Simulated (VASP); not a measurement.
# BeS (Fm-3m) in VASP: notebook

The runs below take BeS through single point, with PBEsol.

All numbers are computed with VASP 6.6.1; they aren't measurements. Logs are shortened: lines on timing, memory, paths and dates and some standing lists are left out, and cuts for length are marked.

### Step 1. The cell of the first run

It takes space group Fm-3m (No. 225, cubic). Conventional cell: a = 5.195 Å, b = 5.195 Å, c = 5.195 Å, α = 90.00°, β = 90.00°, γ = 90.00°. Within 3.4 Å of Be (site symmetry m-3m) lie 6 S at 2.60 Å. S (site symmetry m-3m) has 6 Be at 2.60 Å within 3.4 Å.

### Step 2. Single point, PBEsol (Ba replaced by Be, lengths x 0.777, strained)

The input, INCAR:

```
  PREC = Accurate
  ENCUT = 600
  EDIFF = 1E-6
  ISMEAR = 0
  SIGMA = 0.1
  LREAL = F
  LASPH = T
  NELM = 120
  ALGO = Normal
  ISIF = 2
  LWAVE = F
  LCHARG = F
  GGA = PS
  NBANDS = 11
  GGA_COMPAT = F
```

The input, KPOINTS:

```
Automatic mesh
0
Gamma
  6 6 6
```

The input, POSCAR:

```
BeS
1.0
    0.0000000000      2.5975846441      2.5975846441
    2.5975846441      0.0000000000      2.5975846441
    2.5975846441      2.5975846441      0.0000000000
Be S
1 1
Direct
    0.0000000000      0.0000000000      0.0000000000
    0.5000000000      0.5000000000      0.5000000000
```

Potentials or basis: VASP PAW PBE potentials, release 64 (Be, S).

Started as:

```bash
$ cat potpaw_PBE.64/Be/POTCAR potpaw_PBE.64/S/POTCAR > POTCAR
$ mpirun -np 1 vasp_std > vasp.out
```

OUTCAR:

```text
PREC = Accurate
   ENCUT = 600
   EDIFF = 1E-6
   ISMEAR = 0
   LREAL = F
   LASPH = T
   NELM = 120
   ISIF = 2
   GGA = PS

 ion  position               nearest neighbor table
   1  0.000  0.000  0.000-
   2  0.500  0.500  0.500-

  LATTYP: Found a face centered cubic cell.
 ALAT       =     5.1951692882

  Lattice vectors:

 A1 = (   0.0000000000,   2.5975846441,   2.5975846441)
 A2 = (   2.5975846441,   0.0000000000,   2.5975846441)
 A3 = (   2.5975846441,   2.5975846441,   0.0000000000)

Analysis of symmetry for initial positions (statically):
=====================================================================
 Subroutine PRICEL returns:
 Original cell was already a primitive cell.

 Routine SETGRP: Setting up the symmetry group for a
 face centered cubic supercell.

 Subroutine GETGRP returns: Found 48 space group operations
 (whereof 48 operations were pure point group operations)
 out of a pool of 48 trial point group operations.

The static configuration has the point symmetry O_h .

Analysis of symmetry for dynamics (positions and initial velocities):
=====================================================================
 Subroutine PRICEL returns:
 Original cell was already a primitive cell.

 Routine SETGRP: Setting up the symmetry group for a
 face centered cubic supercell.

 Subroutine GETGRP returns: Found 48 space group operations
 (whereof 48 operations were pure point group operations)
 out of a pool of 48 trial point group operations.

The dynamic configuration has the point symmetry O_h .

 Subroutine INISYM returns: Found 48 space group operations
 (whereof 48 operations are pure point group operations),
 and found     1 'primitive' translations

----------------------------------------------------------------------------------------

                                     Primitive cell

  volume of cell :      35.0541

  direct lattice vectors                    reciprocal lattice vectors
     0.000000000  2.597584644  2.597584644    -0.192486509  0.192486509  0.192486509
     2.597584644  0.000000000  2.597584644     0.192486509 -0.192486509  0.192486509
     2.597584644  2.597584644  0.000000000     0.192486509  0.192486509 -0.192486509

  length of vectors
     3.673539433  3.673539433  3.673539433     0.333396413  0.333396413  0.333396413

  position of ions in fractional coordinates (direct lattice)
     0.000000000  0.000000000  0.000000000
     0.500000000  0.500000000  0.500000000

  ion indices of the primitive-cell ions
   primitive index   ion index
                 1           1
                 2           2

----------------------------------------------------------------------------------------

 KPOINTS: Automatic mesh

Automatic generation of k-mesh.
 Grid dimensions read from file:
 generate k-points for:    6    6    6

 Generating k-lattice:

  Cartesian coordinates                     Fractional coordinates (reciprocal lattice)
    -0.032081085  0.032081085  0.032081085     0.166666667  0.000000000  0.000000000
     0.032081085 -0.032081085  0.032081085     0.000000000  0.166666667  0.000000000
     0.032081085  0.032081085 -0.032081085     0.000000000  0.000000000  0.166666667

  Length of vectors
     0.055566069  0.055566069  0.055566069

  Shift w.r.t. Gamma in fractional coordinates (k-lattice)
     0.000000000  0.000000000  0.000000000

 Subroutine IBZKPT returns following result:
 ===========================================

 Found     16 irreducible k-points:

 Following reciprocal coordinates:
            Coordinates               Weight
  0.000000  0.000000  0.000000      1.000000
  0.166667  0.000000  0.000000      8.000000
  0.333333  0.000000  0.000000      8.000000
  0.500000  0.000000  0.000000      4.000000
  0.166667  0.166667  0.000000      6.000000
  0.333333  0.166667  0.000000     24.000000
[... 8 lines left out ...]
 -0.333333  0.333333  0.166667     24.000000
 -0.333333  0.500000  0.166667     12.000000
   k-points           NKPTS =     16   k-points in BZ     NKDIM =     16   number of bands    NBANDS=     11
   number of dos      NEDOS =    301   number of ions     NIONS =      2
   total plane-waves  NPLWV =  27000
   dimension x,y,z NGX =    30 NGY =   30 NGZ =   30
   dimension x,y,z NGXF=    60 NGYF=   60 NGZF=   60
   ions per type =               1   1
   NGX,Y,Z   is equivalent  to a cutoff of  13.58, 13.58, 13.58 a.u.
   NGXF,Y,Z  is equivalent  to a cutoff of  27.15, 27.15, 27.15 a.u.
 SYSTEM =  unknown system
   PREC   = accura    normal or accurate (medium, high low for compatibility)
   ISTART =      0    job   : 0-new  1-cont  2-samecut
   ICHARG =      2    charge: 1-file 2-atom 10-const
   ISPIN  =      1    spin polarized calculation?
   LNONCOLLINEAR =      F non collinear calculations
   LSORBIT =      F    spin-orbit coupling
   LASPH  =      T    aspherical Exc in radial PAW
   ENCUT  =  600.0 eV  44.10 Ry    6.64 a.u.   7.34  7.34  7.34*2*pi/ulx,y,z
   NELM   =    120;   NELMIN=  2; NELMDL= -5     # of ELM steps
   EDIFF  = 0.1E-05   stopping-criterion for ELM
   LREAL  =      F    real-space projection
   EDIFFG = 0.1E-04   stopping-criterion for IOM
   NSW    =      0    number of steps for IOM
   IBRION =     -1    ionic relax: 0-MD 1-quasi-New 2-CG
   NFREE  =      0    steps in history (QN), initial steepest desc. (CG)
   ISIF   =      2    stress and relaxation
   ISYM   =      2    0-nonsym 1-usesym 2-fastsym
   POTIM  = 0.5000    time-step for ionic-motion
   TEBEG  =    0.0;   TEEND  =   0.0 temperature during run
   PSTRESS=    0.0 pullay stress
   NELECT =       8.0000    total number of electrons
   NUPDOWN=      -1.0000    fix difference up-down
   EMIN   =  10.00;   EMAX   =-10.00  energy-range for DOS
   EFERMI =   0.00;   METHOD = LEGACY
   ISMEAR =     0;   SIGMA  =   0.10  broadening in eV -4-tet -1-fermi 0-gaus
   EFERMI_NEDOS =   21; number of points for ismear=-14 and -15
   IALGO  =     38    algorithm
   IMIX   =      4    mixing-type and parameters
     AMIX     =   0.40;   BMIX     =  1.00
     AMIX_MAG =   1.60;   BMIX_MAG =  1.00
  volume/ion in A,a.u.               =      17.53       118.28
  Fermi-wavevector in a.u.,A,eV,Ry     =   1.000442  1.890561 13.617848  1.000884
  Thomas-Fermi vector in A             =   2.132798
   LORBIT       =      0    0 simple, 1 ext, 2 COOP (PROOUT), +10 PAW based schemes
   GGA     = PS    functional components
   LHFCALC =     F    Hartree Fock is set to
   AEXX    =    0.0000 exact exchange contribution
   IVDW    =     0    specifies the selected vdW correction
   LEPSILON=     F    determine dielectric tensor
   LRPA    =     F    only Hartree local field effects (RPA)
 non-spin polarized calculation
 Gauss-broadening in eV      SIGMA  =   0.10
  energy-cutoff  :      600.00
  volume of cell :       35.05
 maximum number of plane-waves:      1211
 NGX is ok and might be reduce to    30
   NGX = 15   NGY = 15   NGZ = 15

 number of electron       7.9999999 magnetization

 Free energy of the ion-electron system (eV)
  ---------------------------------------------------
  ext. energy  EPLUGINS =         0.00000000
  ---------------------------------------------------
  free energy    TOTEN  =        -8.63778233 eV

  energy without entropy =       -8.63778231  energy(sigma->0) =       -8.63778232

 E-fermi :   3.3483     XC(G=0):  -9.3658

 val. band max:        2.9974833981   @ k =  -0.1667   0.1667   0.0000
 cond. band min:       3.6794740748   @ k =   0.5000   0.5000   0.0000
 fundamental gap:      0.6819906767
 Fermi energy:         3.3482503361

 k-point     1 :       0.0000    0.0000    0.0000
  band No.  band energies     occupation
      1      -9.6756      2.00000
      2       2.8120      2.00000
      3       2.8120      2.00000
      4       2.8120      2.00000
      5       5.1270      0.00000
      6      10.8286      0.00000
      7      10.8286      0.00000
      8      10.8286      0.00000
      9      11.9230      0.00000
     10      11.9230      0.00000
     11      11.9230      0.00000

 k-point     2 :       0.1667    0.0000    0.0000
  band No.  band energies     occupation
      1      -9.4219      2.00000
      2       1.0635      2.00000
      3       2.7659      2.00000
      4       2.7659      2.00000
      5       6.3183      0.00000
      6       9.3782      0.00000
      7       9.3782      0.00000
      8       9.9941      0.00000
      9      12.3871      0.00000
     10      12.7739      0.00000
     11      12.7739      0.00000

 k-point     3 :       0.3333    0.0000    0.0000
  band No.  band energies     occupation
      1      -8.8081      2.00000
      2      -1.1167      2.00000
      3       2.7126      2.00000
      4       2.7126      2.00000
      5       6.6020      0.00000
      6       7.7872      0.00000
      7       7.7872      0.00000
      8       9.9375      0.00000
      9      13.7269      0.00000
     10      14.9299      0.00000
     11      14.9299      0.00000

 k-point     4 :       0.5000    0.0000    0.0000
  band No.  band energies     occupation
      1      -8.4152      2.00000
      2      -2.0842      2.00000
      3       2.7066      2.00000
      4       2.7066      2.00000
      5       6.4093      0.00000
      6       7.1862      0.00000
      7       7.1862      0.00000
      8      10.0677      0.00000
      9      15.9886      0.00000
     10      16.9080      0.00000
     11      17.1669      0.00000
[... 127 lines left out ...]
 k-point    14 :       0.5000    0.3333    0.1667
  band No.  band energies     occupation
      1      -8.3465      2.00000
      2      -0.9248      2.00000
      3       0.5521      2.00000
      4       1.6638      2.00000
      5       6.0537      0.00000
      6       8.3140      0.00000
      7      10.1653      0.00000
      8      10.4904      0.00000
      9      12.3233      0.00000
     10      16.8374      0.00000
     11      17.0969      0.00000

 k-point    15 :      -0.3333    0.3333    0.1667
  band No.  band energies     occupation
      1      -8.0582      2.00000
      2      -1.2252      2.00000
      3       0.0866      2.00000
      4       1.2000      2.00000
      5       6.5887      0.00000
      6       7.5784      0.00000
      7      10.4754      0.00000
      8      11.3825      0.00000
      9      13.7054      0.00000
     10      13.9388      0.00000
     11      18.4206      0.00000

 k-point    16 :      -0.3333    0.5000    0.1667
  band No.  band energies     occupation
      1      -7.9253      2.00000
      2      -1.0247      2.00000
      3       0.1409      2.00000
      4       0.3920      2.00000
      5       5.4697      0.00000
      6       9.2503      0.00000
      7       9.9394      0.00000
      8      12.0902      0.00000
      9      12.6273      0.00000
     10      15.5841      0.00000
     11      19.1581      0.00000

------------------------ aborting loop because EDIFF is reached ----------------------------------------

  FORCE on cell =-STRESS in cart. coord.  units (eV):
  Direction    XX          YY          ZZ          XY          YZ          ZX
  --------------------------------------------------------------------------------------
  -------------------------------------------------------------------------------------
  Total       -4.4827936     -4.4827936     -4.4827936     -0.0000000      0.0000000      0.0000000
  in kB     -204.8897353   -204.8897353   -204.8897353     -0.0000000      0.0000000      0.0000000
  external PRESSURE =    -204.8897353 kB  Pullay stress =       0.0000000 kB

 VOLUME and BASIS-vectors are now :
 -----------------------------------------------------------------------------
  energy-cutoff  :      600.00
  volume of cell :       35.05
      direct lattice vectors                 reciprocal lattice vectors
     0.000000000  2.597584644  2.597584644    -0.192486509  0.192486509  0.192486509
     2.597584644  0.000000000  2.597584644     0.192486509 -0.192486509  0.192486509
     2.597584644  2.597584644  0.000000000     0.192486509  0.192486509 -0.192486509

 POSITION                                       TOTAL-FORCE (eV/Angst)
 -----------------------------------------------------------------------------------
      0.00000      0.00000      0.00000         0.000000     -0.000000      0.000000
      2.59758      2.59758      2.59758        -0.000000      0.000000     -0.000000
 -----------------------------------------------------------------------------------
    total drift:                               -0.000000     -0.000000      0.000000

  FREE ENERGIE OF THE ION-ELECTRON SYSTEM (eV)
  ---------------------------------------------------
  free  energy   TOTEN  =        -8.6377823336 eV

  energy  without entropy=       -8.6377823059  energy(sigma->0) =       -8.63778232
```

Wall time 11 s (1 thread of AMD EPYC 7R13 (Zen 3), shared host); peak memory 0.12 GiB.

What came out:

```
Free energy            : -8.6378 eV
Pressure               : -20.5 GPa
Band gap on the k mesh : 0.68 eV, indirect (least direct gap 2.31 eV)
```

Caveat: the cell differs from its parent crystal (Ba replaced by Be, lengths x 0.777, strained); the PAW data sets were made with another functional, which shifts forces and pressure a little. A k mesh can miss the band edges.

### Step 3. Single point, PBEsol (Ba replaced by Be, lengths x 0.777, strained)

The input, INCAR:

```
  PREC = Accurate
  ENCUT = 600
  EDIFF = 1E-6
  ISMEAR = 0
  SIGMA = 0.1
  LREAL = False
  LASPH = True
  NELM = 120
  ALGO = Normal
  ISIF = 2
  LWAVE = False
  LCHARG = False
  GGA = PS
  NBANDS = 11
  GGA_COMPAT = False
```

KPOINTS is that of step 2.

The input, POSCAR:

```
BeS
1.0
    0.0000000000      2.4853128541      2.4853128541
    2.4853128541      0.0000000000      2.4853128541
    2.4853128541      2.4853128541      0.0000000000
Be S
1 1
Direct
    0.0000000000      0.0000000000      0.0000000000
    0.5000000000      0.5000000000      0.5000000000
```

Potentials or basis: VASP PAW PBE potentials, release 64 (Be, S).

Started as:

```bash
$ cat potpaw_PBE.64/Be/POTCAR potpaw_PBE.64/S/POTCAR > POTCAR
$ mpirun -np 1 vasp_std > vasp.out
```

Run time: 14 s. Hardware: 1 thread of Intel Xeon 8259CL, shared host; peak memory 0.15 GiB.

The run converged. Its results:

```yaml
Free_energy: -9.1548 eV
Pressure: -17.0 GPa
Band_gap_on_the_k_mesh: 0.81 eV, indirect (least direct gap 3.23 eV)
```

Levels at points of the mesh, in eV from the valence-band top:
| k point | band 2 | band 3 | band 4 | band 5 | band 6 | band 7 |
| --- | --- | --- | --- | --- | --- | --- |
| (0.00, 0.00, 0.00) | -0.22 | -0.22 | -0.22 | 3.15 | 8.49 | 8.49 |
| (0.50, 0.00, 0.00) | -5.84 | -0.36 | -0.36 | 3.64 | 4.15 | 4.15 |
| (0.50, 0.50, 0.00) | -5.29 | -2.41 | -2.41 | 0.81 | 4.96 | 9.98 |

Caveat: the cell differs from its parent crystal (Ba replaced by Be, lengths x 0.777, strained); the PAW data sets were made with another functional, which shifts forces and pressure a little.
